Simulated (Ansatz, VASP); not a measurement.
**One calculation of Al, two programs**

File INCAR:

```
ALGO = Fast
EDIFF = 1E-6
ENCUT = 520
GGA = PE
ISIF = 2
ISMEAR = 0
LASPH = True
LCHARG = True
LELF = True
LREAL = False
LVHAR = True
LWAVE = False
NBANDS = 10
NELM = 80
PREC = Accurate
SIGMA = 0.15
```

The input KPOINTS:

```
k-points
0
Gamma
  20 20 12
```

POSCAR

```
Al
1.0
   -1.6175102401      1.6175102401      1.6175102401
    1.6175102401     -1.6175102401      1.6175102401
    3.2350204801      3.2350204801      0.0000000000
Al
2
Direct
    0.0352462044     -0.1112889996      0.0000000000
    0.4647537956      0.6112889996      0.5000000000
```

Input for Ansatz:

```yaml
crystal:
  lattice:
    - [-1.6175102401, 1.6175102401, 1.6175102401]
    - [1.6175102401, -1.6175102401, 1.6175102401]
    - [3.2350204801, 3.2350204801, 0.0]
  atoms:
    - { symbol: Al, position: [0.0352462044, -0.1112889996, 0.0] }
    - { symbol: Al, position: [0.4647537956, 0.6112889996, 0.5] }
basis:
  ecutwfc: 420
kpoints:
  mp_grid: { grid: [20, 20, 12] }
hamiltonian:
  xc: pbe
scf:
  occupations: { method: gaussian, width: 0.15 }
output:
  forces: true
  stress: true
  eigenvalues: true
```

Change from the starting cell: mode 1 frozen in at -0.335 Å and mode 5 at -0.123 Å (largest displacements).

Alike in both runs: task single point; functional PBE; k mesh 20 × 20 × 12; occupations gaussian, width 0.15 eV; no spin polarisation.

```csv
,VASP,Ansatz
version,VASP 6.6.1,Ansatz 0.2.0
potentials or method,"VASP PAW PBE potentials, release 64 (Al), cutoff 520 eV","scalar-relativistic, plane waves, PAW"
valence electrons in the cell,6,6
```

VASP gave:

| Item | Value |
| --- | --- |
| gap on the k mesh at the Fermi level (eV) | none |
| pressure (GPa) | 0.9 |
| traceless stress, the component that is largest in VASP (GPa) | -2.77 |
| rms of the force components (eV/Å) | 0.160 |

Q: What did Ansatz give for the same quantities?

A: gap on the k mesh at the Fermi level (eV): none; pressure (GPa): 0.9; traceless stress, the component that is largest in VASP (GPa): -2.79; rms of the force components (eV/Å): 0.161.

Atom by atom the forces differ by 0.001 eV/Å (rms over components). A gap of «none» marks a metal or a gap that the smearing closes.
